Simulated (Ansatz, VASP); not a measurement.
**Two plane-wave programs on Ti2BN**

```
Ti B N
1.0
     1.73170    0.99980    5.42322
    -1.73170    0.99980    5.42322
     0.00000   -1.99960    5.42322
Ti B N
2 1 1
Direct
  0.35107 0.35107 0.35107
  0.64893 0.64893 0.64893
  0.50000 0.50000 0.50000
  0.00000 0.00000 0.00000
```

Alike in both runs: task relaxation of cell and atoms; functional PBE; k mesh 5 × 5 × 5; occupations gaussian, width 0.15 eV; collinear spin.

```csv
,VASP,Ansatz
version,VASP 6.6.1,Ansatz 0.2.0
potentials or method,"VASP PAW PBE potentials, release 64 (Ti_sv, B, N), cutoff 600 eV","scalar-relativistic, plane waves, PAW"
valence electrons in the cell,32,32
```

Ansatz gave:

| Property | Result |
| --- | --- |
| gap on the k mesh at the Fermi level, each at its own relaxed structure (eV) | none |
| net moment per atom (μB) | 0.00 |
| relaxed volume (Å³/atom) | 12.98 |
| relaxed cell length with the largest relative difference (Å) | 7.016 |

Task: Estimate VASP's values.

Result: gap on the k mesh at the Fermi level, each at its own relaxed structure (eV): none; net moment per atom (μB): 0.00; relaxed volume (Å³/atom): 12.96; relaxed cell length with the largest relative difference (Å): 7.006.

A gap of «none» marks a metal or a gap that the smearing closes. Ansatz's warnings: seeded moment not kept.

The k mesh is coarse, so the values compare programs but aren't converged.
